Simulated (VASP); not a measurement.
Hg: single point with PBE+D3(BJ)

The system is Hg.

```
Hg
1.0
     2.52011   -1.87716    0.08705
     2.52011    1.87716    0.08705
    -1.44971    0.00000    7.99527
Hg
3
Cartesian
  2.8779 0.0000 2.7810
  0.7126 0.0000 5.3884
  0.0000 0.0000 0.0000
```

| Quantity | Value |
| --- | --- |
| Program | VASP 6.6.1 |
| Task | single point |
| Functional | PBE |
| Dispersion | D3(BJ) |
| Potentials or basis | VASP PAW PBE potentials, release 64 (Hg) |
| Cutoff | 520 eV |
| k mesh | 8 × 8 × 4 |
| Occupations | fermi-dirac, width 0.02 eV |
| Spin | no spin polarisation |
| Dipole correction | no |
| Further INCAR settings | ALGO = Normal; EDIFF = 1e-06; NBANDS = 25 |

| Item | Value |
| --- | --- |
| Pressure | 0.2 GPa |
| Band gap on the k mesh | zero (bands 18 and 19 overlap by 2.26 eV) |
| Dispersion energy per atom | -0.413 eV |

Stress tensor (GPa, compression positive):
```
 0.30  0.00 -0.01
 0.00  0.22  0.00
-0.01  0.00  0.18
```

Levels at points of the mesh, in eV from the Fermi level:
```tsv
k point	band 16	band 17	band 18	band 19	band 20	band 21
(0.00, 0.00, 0.00)	-5.91	-5.09	-5.09	3.44	3.44	10.55
(0.50, 0.00, 0.00)	-2.69	-2.69	-0.80	-0.70	0.80	0.80
(0.50, 0.50, 0.00)	-0.71	-0.71	0.90	0.90	2.28	2.35
(0.00, 0.00, 0.50)	-5.77	-5.66	-1.75	-1.21	9.33	9.33
(0.50, 0.00, 0.50)	-2.43	-2.43	-1.90	-1.35	2.09	2.09
(0.50, 0.50, 0.50)	-0.63	-0.50	0.22	0.22	3.12	3.12
```

Wall time 110 s on 1 thread of AMD EPYC 9755 128-Core Processor (shared host), peak memory 0.23 GiB.

Caveat: spin-orbit coupling is left out, which moves the levels of the heavy elements.
